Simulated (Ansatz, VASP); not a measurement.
## One calculation of Na, two programs

```xyz
1
Lattice="-2.1175 2.1175 2.1599 2.1175 -2.1175 2.1599 2.1175 2.1175 -2.1599" Properties=species:S:1:pos:R:3 pbc="T T T"
Na    0.0000    0.0000    0.0000
```

Change from the starting cell: zz strain of +2 %.

Alike in both runs: task single point; functional PBEsol; k mesh 11 × 11 × 11; occupations fermi-dirac, width 0.03 eV; no spin polarisation.

|  | VASP | Ansatz |
| --- | --- | --- |
| version | VASP 6.6.1 | Ansatz 0.2.0 |
| potentials or method | VASP PAW PBE potentials, release 64 (Na_pv), cutoff 520 eV | all-electron LAPW, scalar-relativistic |

```csv
,VASP,Ansatz,Ansatz less VASP
pressure (GPa),-0.5,-0.5,+0.02
"traceless stress, the component that is largest in VASP (GPa)",-0.06,-0.06,+0.002
```

VASP's potentials were made for PBE, not for PBEsol. Ansatz ran all-electron here, and VASP with PAW potentials.
